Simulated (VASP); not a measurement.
# Si (Fd-3m) in VASP: a series of runs

The runs below take Si through single point, with PBE.

Program: VASP 6.6.1. These are calculated values, not measurements. Logs are shortened: lines on timing, memory, paths and dates and some standing lists are left out, and cuts for length are marked.

## Step 1: The cell of the first run

The structure is cubic, space group Fd-3m (No. 227). Conventional cell: a = 5.469 Å, b = 5.469 Å, c = 5.469 Å, α = 90.00°, β = 90.00°, γ = 90.00°. Within 3.1 Å of Si (site symmetry -43m) lie 4 Si at 2.37 Å.

## Step 2: Single point, PBE

The input, INCAR:

```
SYSTEM = Si
PREC = Accurate
ENCUT = 520
EDIFF = 1E-6
ISMEAR = -1
SIGMA = 0.05
LREAL = .False.
LASPH = .True.
NELM = 60
ALGO = Normal
ISIF = 2
LWAVE = .False.
LCHARG = .False.
GGA = PE
NBANDS = 11
```

The input, KPOINTS:

```
Automatic mesh
0
Gamma
  8 8 8
  0 0 0
```

The input, POSCAR:

```
Si
1.0
    0.0000000000      2.7346345712      2.7346345712
    2.7346345712      0.0000000000      2.7346345712
    2.7346345712      2.7346345712      0.0000000000
Si
2
Direct
    0.0000000000      0.0000000000      0.0000000000
    0.2500000000      0.2500000000      0.2500000000
```

Potentials or basis: VASP PAW PBE potentials, release 64 (Si).

The run is started by

```sh
cat potpaw_PBE.64/Si/POTCAR > POTCAR
mpirun -np 1 vasp_std > vasp.out
```

OUTCAR:

```text
SYSTEM = Si
   PREC = Accurate
   ENCUT = 520
   EDIFF = 1E-6
   ISMEAR = -1
   LREAL = .False.
   LASPH = .True.
   NELM = 60
   ISIF = 2
   GGA = PE

 ion  position               nearest neighbor table
   1  0.000  0.000  0.000-   2 2.37   2 2.37   2 2.37   2 2.37
   2  0.250  0.250  0.250-   1 2.37   1 2.37   1 2.37   1 2.37

  LATTYP: Found a face centered cubic cell.
 ALAT       =     5.4692691424

  Lattice vectors:

 A1 = (   0.0000000000,   2.7346345712,   2.7346345712)
 A2 = (   2.7346345712,   0.0000000000,   2.7346345712)
 A3 = (   2.7346345712,   2.7346345712,   0.0000000000)

Analysis of symmetry for initial positions (statically):
=====================================================================
 Subroutine PRICEL returns:
 Original cell was already a primitive cell.

 Routine SETGRP: Setting up the symmetry group for a
 face centered cubic supercell.

 Subroutine GETGRP returns: Found 48 space group operations
 (whereof 24 operations were pure point group operations)
 out of a pool of 48 trial point group operations.

The static configuration has the point symmetry T_d .
 The point group associated with its full space group is O_h .

Analysis of symmetry for dynamics (positions and initial velocities):
=====================================================================
 Subroutine PRICEL returns:
 Original cell was already a primitive cell.

 Routine SETGRP: Setting up the symmetry group for a
 face centered cubic supercell.

 Subroutine GETGRP returns: Found 48 space group operations
 (whereof 24 operations were pure point group operations)
 out of a pool of 48 trial point group operations.

The dynamic configuration has the point symmetry T_d .
 The point group associated with its full space group is O_h .

 Subroutine INISYM returns: Found 48 space group operations
 (whereof 24 operations are pure point group operations),
 and found     1 'primitive' translations

----------------------------------------------------------------------------------------

                                     Primitive cell

  volume of cell :      40.9004

  direct lattice vectors                    reciprocal lattice vectors
     0.000000000  2.734634571  2.734634571    -0.182839786  0.182839786  0.182839786
     2.734634571  0.000000000  2.734634571     0.182839786 -0.182839786  0.182839786
     2.734634571  2.734634571  0.000000000     0.182839786  0.182839786 -0.182839786

  length of vectors
     3.867357299  3.867357299  3.867357299     0.316687799  0.316687799  0.316687799

  position of ions in fractional coordinates (direct lattice)
     0.000000000  0.000000000  0.000000000
     0.250000000  0.250000000  0.250000000

  ion indices of the primitive-cell ions
   primitive index   ion index
                 1           1
                 2           2

----------------------------------------------------------------------------------------

 KPOINTS: Automatic mesh

Automatic generation of k-mesh.
 Grid dimensions read from file:
 generate k-points for:    8    8    8

 Generating k-lattice:

  Cartesian coordinates                     Fractional coordinates (reciprocal lattice)
    -0.022854973  0.022854973  0.022854973     0.125000000  0.000000000  0.000000000
     0.022854973 -0.022854973  0.022854973     0.000000000  0.125000000  0.000000000
     0.022854973  0.022854973 -0.022854973     0.000000000  0.000000000  0.125000000

  Length of vectors
     0.039585975  0.039585975  0.039585975

  Shift w.r.t. Gamma in fractional coordinates (k-lattice)
     0.000000000  0.000000000  0.000000000

 Subroutine IBZKPT returns following result:
 ===========================================

 Found     29 irreducible k-points:

 Following reciprocal coordinates:
            Coordinates               Weight
  0.000000  0.000000  0.000000      1.000000
  0.125000  0.000000  0.000000      8.000000
  0.250000  0.000000  0.000000      8.000000
  0.375000  0.000000  0.000000      8.000000
  0.500000  0.000000  0.000000      4.000000
  0.125000  0.125000  0.000000      6.000000
[... 16 lines left out ...]
  0.500000  0.250000  0.125000     48.000000
 -0.375000  0.250000  0.125000     24.000000
 [... further k-points ...]
   k-points           NKPTS =     29   k-points in BZ     NKDIM =     29   number of bands    NBANDS=     11
   number of dos      NEDOS =    301   number of ions     NIONS =      2
   total plane-waves  NPLWV =  27000
   dimension x,y,z NGX =    30 NGY =   30 NGZ =   30
   dimension x,y,z NGXF=    60 NGYF=   60 NGZF=   60
   ions per type =               2
   NGX,Y,Z   is equivalent  to a cutoff of  12.90, 12.90, 12.90 a.u.
   NGXF,Y,Z  is equivalent  to a cutoff of  25.79, 25.79, 25.79 a.u.
 SYSTEM =  Si
   PREC   = accura    normal or accurate (medium, high low for compatibility)
   ISTART =      0    job   : 0-new  1-cont  2-samecut
   ICHARG =      2    charge: 1-file 2-atom 10-const
   ISPIN  =      1    spin polarized calculation?
   LNONCOLLINEAR =      F non collinear calculations
   LSORBIT =      F    spin-orbit coupling
   LASPH  =      T    aspherical Exc in radial PAW
   ENCUT  =  520.0 eV  38.22 Ry    6.18 a.u.   7.19  7.19  7.19*2*pi/ulx,y,z
   NELM   =     60;   NELMIN=  2; NELMDL= -5     # of ELM steps
   EDIFF  = 0.1E-05   stopping-criterion for ELM
   LREAL  =      F    real-space projection
   EDIFFG = 0.1E-04   stopping-criterion for IOM
   NSW    =      0    number of steps for IOM
   IBRION =     -1    ionic relax: 0-MD 1-quasi-New 2-CG
   NFREE  =      0    steps in history (QN), initial steepest desc. (CG)
   ISIF   =      2    stress and relaxation
   ISYM   =      2    0-nonsym 1-usesym 2-fastsym
   POTIM  = 0.5000    time-step for ionic-motion
   TEBEG  =    0.0;   TEEND  =   0.0 temperature during run
   PSTRESS=    0.0 pullay stress
   NELECT =       8.0000    total number of electrons
   NUPDOWN=      -1.0000    fix difference up-down
   EMIN   =  10.00;   EMAX   =-10.00  energy-range for DOS
   EFERMI =   0.00;   METHOD = LEGACY
   ISMEAR =    -1;   SIGMA  =   0.05  broadening in eV -4-tet -1-fermi 0-gaus
   EFERMI_NEDOS =   21; number of points for ismear=-14 and -15
   IALGO  =     38    algorithm
   IMIX   =      4    mixing-type and parameters
     AMIX     =   0.40;   BMIX     =  1.00
     AMIX_MAG =   1.60;   BMIX_MAG =  1.00
  volume/ion in A,a.u.               =      20.45       138.00
  Fermi-wavevector in a.u.,A,eV,Ry     =   0.950303  1.795813 12.287097  0.903076
  Thomas-Fermi vector in A             =   2.078667
   LORBIT       =      0    0 simple, 1 ext, 2 COOP (PROOUT), +10 PAW based schemes
   GGA     = PE    functional components
   LHFCALC =     F    Hartree Fock is set to
   AEXX    =    0.0000 exact exchange contribution
   IVDW    =     0    specifies the selected vdW correction
   LEPSILON=     F    determine dielectric tensor
   LRPA    =     F    only Hartree local field effects (RPA)
 non-spin polarized calculation
  energy-cutoff  :      520.00
  volume of cell :       40.90
 maximum number of plane-waves:      1124
 NGX is ok and might be reduce to    30
   NGX = 15   NGY = 15   NGZ = 15

 number of electron       8.0000001 magnetization

 Free energy of the ion-electron system (eV)
  ---------------------------------------------------
  ext. energy  EPLUGINS =         0.00000000
  ---------------------------------------------------
  free energy    TOTEN  =       -10.84608813 eV

  energy without entropy =      -10.84606728  energy(sigma->0) =      -10.84607770

 E-fermi :   5.9196     XC(G=0):  -9.3255

 val. band max:        5.6143765659   @ k =   0.0000   0.0000   0.0000
 cond. band min:       6.2648404097   @ k =   0.3750   0.3750   0.0000
 fundamental gap:      0.6504638438
 Fermi energy:         5.9195844858

 k-point     1 :       0.0000    0.0000    0.0000
  band No.  band energies     occupation
      1      -6.1985      2.00000
      2       5.6144      1.99554
      3       5.6144      1.99554
      4       5.6144      1.99554
      5       8.1707      0.00000
      6       8.1707      0.00000
      7       8.1707      0.00000
      8       8.7449      0.00000
      9      13.3228      0.00000
     10      13.3228      0.00000
     11      13.4903      0.00000

 k-point     2 :       0.1250    0.0000    0.0000
  band No.  band energies     occupation
      1      -5.9981      2.00000
      2       4.0236      2.00000
      3       5.3320      1.99998
      4       5.3320      1.99998
      5       8.0564      0.00000
      6       8.5861      0.00000
      7       8.5861      0.00000
      8      10.1446      0.00000
      9      12.8500      0.00000
     10      12.8500      0.00000
     11      14.2659      0.00000

 k-point     3 :       0.2500    0.0000    0.0000
  band No.  band energies     occupation
      1      -5.4138      2.00000
      2       1.7285      2.00000
      3       4.8695      2.00000
      4       4.8695      2.00000
      5       7.5725      0.00000
      6       9.1039      0.00000
      7       9.1039      0.00000
      8      12.3631      0.00000
      9      12.8010      0.00000
     10      12.8010      0.00000
     11      14.5428      0.00000

 k-point     4 :       0.3750    0.0000    0.0000
  band No.  band energies     occupation
      1      -4.5396      2.00000
      2      -0.2554      2.00000
      3       4.5468      2.00000
      4       4.5468      2.00000
      5       7.2080      0.00000
      6       9.0671      0.00000
      7       9.0671      0.00000
      8      13.4508      0.00000
      9      14.1526      0.00000
     10      14.1526      0.00000
     11      15.1240      0.00000

 k-point     5 :       0.5000    0.0000    0.0000
  band No.  band energies     occupation
      1      -3.9205      2.00000
      2      -1.2531      2.00000
      3       4.4362      2.00000
      4       4.4362      2.00000
      5       7.0798      0.00000
      6       8.9635      0.00000
      7       8.9635      0.00000
      8      13.3155      0.00000
      9      16.1084      0.00000
     10      16.1084      0.00000
     11      16.7940      0.00000
[... 211 lines left out ...]
 k-point    21 :       0.5000    0.5000    0.0000
  band No.  band energies     occupation
      1      -2.1310      2.00000
      2      -2.1310      2.00000
      3       2.8209      2.00000
      4       2.8209      2.00000
      5       6.3660      0.00027
      6       6.3660      0.00027
      7      15.5482      0.00000
      8      15.5482      0.00000
      9      16.5204      0.00000
     10      16.5204      0.00000
     11      18.0558      0.00000

 k-point    22 :       0.3750    0.2500    0.1250
  band No.  band energies     occupation
      1      -4.8940      2.00000
      2       1.3465      2.00000
      3       2.9629      2.00000
      4       4.2145      2.00000
      5       8.0573      0.00000
      6       9.4404      0.00000
      7       9.8172      0.00000
      8      11.0544      0.00000
      9      13.3263      0.00000
     10      15.7180      0.00000
     11      16.5774      0.00000

 k-point    23 :       0.5000    0.2500    0.1250
  band No.  band energies     occupation
      1      -4.0247      2.00000
      2      -0.1728      2.00000
      3       2.3590      2.00000
      4       3.7273      2.00000
      5       8.4784      0.00000
      6       9.1437      0.00000
      7      10.5915      0.00000
      8      11.4920      0.00000
      9      14.5441      0.00000
     10      15.2399      0.00000
     11      17.5156      0.00000

 k-point    24 :      -0.3750    0.2500    0.1250
  band No.  band energies     occupation
      1      -3.3907      2.00000
      2      -1.0920      2.00000
      3       2.2276      2.00000
      4       3.5043      2.00000
      5       8.6375      0.00000
      6       8.7606      0.00000
      7      11.4604      0.00000
      8      12.6798      0.00000
      9      12.9205      0.00000
     10      16.1213      0.00000
     11      17.1660      0.00000

 [... further k-points ...]
[... 5 lines left out ...]
  --------------------------------------------------------------------------------------
  -------------------------------------------------------------------------------------
  Total       -0.0061076     -0.0061076     -0.0061076      0.0000000      0.0000000     -0.0000000
  in kB       -0.2392509     -0.2392509     -0.2392509      0.0000000      0.0000000     -0.0000000
  external PRESSURE =      -0.2392509 kB  Pullay stress =       0.0000000 kB

 VOLUME and BASIS-vectors are now :
 -----------------------------------------------------------------------------
  energy-cutoff  :      520.00
  volume of cell :       40.90
      direct lattice vectors                 reciprocal lattice vectors
     0.000000000  2.734634571  2.734634571    -0.182839786  0.182839786  0.182839786
     2.734634571  0.000000000  2.734634571     0.182839786 -0.182839786  0.182839786
     2.734634571  2.734634571  0.000000000     0.182839786  0.182839786 -0.182839786

 POSITION                                       TOTAL-FORCE (eV/Angst)
 -----------------------------------------------------------------------------------
      0.00000      0.00000      0.00000         0.000000      0.000000     -0.000000
      1.36732      1.36732      1.36732        -0.000000     -0.000000      0.000000
 -----------------------------------------------------------------------------------
    total drift:                               -0.000000     -0.000000     -0.000000

  FREE ENERGIE OF THE ION-ELECTRON SYSTEM (eV)
  ---------------------------------------------------
  free  energy   TOTEN  =       -10.8460881311 eV

  energy  without entropy=      -10.8460672777  energy(sigma->0) =      -10.84607770
```

It took 8.9 s on 1 thread of Intel Xeon Platinum 8488C (Sapphire Rapids), shared host; peak memory 0.15 GiB.

What came out:

| Item | Value |
| --- | --- |
| Free energy | -10.8461 eV |
| Pressure | 0.0 GPa |
| Band gap on the k mesh | 0.65 eV, indirect (least direct gap 2.56 eV) |

Levels at points of the mesh, in eV from the valence-band top:
| k point | band 1 | band 2 | band 3 | band 4 | band 5 | band 6 | band 7 | band 8 | band 9 |
| --- | --- | --- | --- | --- | --- | --- | --- | --- | --- |
| (0.00, 0.00, 0.00) | -11.81 | 0.00 | 0.00 | 0.00 | 2.56 | 2.56 | 2.56 | 3.13 | 7.71 |
| (0.50, 0.00, 0.00) | -9.53 | -6.87 | -1.18 | -1.18 | 1.47 | 3.35 | 3.35 | 7.70 | 10.49 |
| (0.50, 0.50, 0.00) | -7.75 | -7.75 | -2.79 | -2.79 | 0.75 | 0.75 | 9.93 | 9.93 | 10.91 |

A k mesh can miss the band edges. A hybrid or GW would open this gap; PBE tends to underestimate it.

## Step 3: Single point, PBE

This run uses another cell than the first one, of 20.04 Å³/atom, 0.980 times its volume.

The input, INCAR:

```
ALGO = Normal
EDIFF = 1E-7
ENCUT = 520
GGA = PE
ISIF = 2
ISMEAR = -1
LASPH = T
LCHARG = F
LREAL = F
LWAVE = F
NBANDS = 11
NELM = 100
PREC = Accurate
SIGMA = 0.05
```

The input, KPOINTS:

```
k-points
0
Gamma
  8 8 8
```

The input, POSCAR:

```
Si
1.0
    0.0000000000      2.7162807660      2.7162807660
    2.7162807660      0.0000000000      2.7162807660
    2.7162807660      2.7162807660      0.0000000000
Si
2
Direct
    0.0000000000      0.0000000000      0.0000000000
    0.2500000000      0.2500000000      0.2500000000
```

Potentials or basis: VASP PAW PBE potentials, release 64 (Si).

The run is started by

```sh
cat potpaw_PBE.64/Si/POTCAR > POTCAR
mpirun -np 1 vasp_std > vasp.out
```

OUTCAR:

```text
EDIFF = 1E-7
   ENCUT = 520
   GGA = PE
   ISIF = 2
   ISMEAR = -1
   LASPH = T
   LREAL = F
   NELM = 100
   PREC = Accurate

 ion  position               nearest neighbor table
   1  0.000  0.000  0.000-   2 2.35   2 2.35   2 2.35   2 2.35
   2  0.250  0.250  0.250-   1 2.35   1 2.35   1 2.35   1 2.35

  LATTYP: Found a face centered cubic cell.
 ALAT       =     5.4325615320

  Lattice vectors:

 A1 = (   0.0000000000,   2.7162807660,   2.7162807660)
[... 514 lines left out ...]
      5       8.8837      0.00000
      6       8.9496      0.00000
      7      11.7256      0.00000
      8      12.9313      0.00000
      9      13.2106      0.00000
     10      16.3956      0.00000
     11      17.5108      0.00000

 [... further k-points ...]
[... 5 lines left out ...]
  --------------------------------------------------------------------------------------
  -------------------------------------------------------------------------------------
  Total        0.4624368      0.4624368      0.4624368     -0.0000000      0.0000000      0.0000000
  in kB       18.4845548     18.4845548     18.4845548     -0.0000000      0.0000000      0.0000000
  external PRESSURE =      18.4845548 kB  Pullay stress =       0.0000000 kB

 VOLUME and BASIS-vectors are now :
 -----------------------------------------------------------------------------
  energy-cutoff  :      520.00
  volume of cell :       40.08
      direct lattice vectors                 reciprocal lattice vectors
     0.000000000  2.716280766  2.716280766    -0.184075228  0.184075228  0.184075228
     2.716280766  0.000000000  2.716280766     0.184075228 -0.184075228  0.184075228
     2.716280766  2.716280766  0.000000000     0.184075228  0.184075228 -0.184075228

 POSITION                                       TOTAL-FORCE (eV/Angst)
 -----------------------------------------------------------------------------------
      0.00000      0.00000      0.00000        -0.000000     -0.000000     -0.000000
      1.35814      1.35814      1.35814         0.000000      0.000000      0.000000
 -----------------------------------------------------------------------------------
    total drift:                               -0.000000     -0.000000     -0.000000

  FREE ENERGIE OF THE ION-ELECTRON SYSTEM (eV)
  ---------------------------------------------------
  free  energy   TOTEN  =       -10.8414770422 eV

  energy  without entropy=      -10.8414491607  energy(sigma->0) =      -10.84146310
```

stdout:

```text
POSCAR found type information on POSCAR Si
 POSCAR found :  1 types and       2 ions
 scaLAPACK will be used
 LDA part: xc-table for (Slater+PW92), standard interpolation
 POSCAR, INCAR and KPOINTS ok, starting setup
 FFT: planning ... GRIDC
 FFT: planning ... GRID_SOFT
 FFT: planning ... GRID
 WAVECAR not read
 entering main loop
```

Run time: 9.3 s. Hardware: 1 thread of Intel Xeon Platinum 8488C (Sapphire Rapids), shared host; peak memory 0.15 GiB.

What came out:

```yaml
Free_energy: -10.8415 eV
Pressure: 1.8 GPa
Band_gap_on_the_k_mesh: 0.62 eV, indirect (least direct gap 2.56 eV)
```
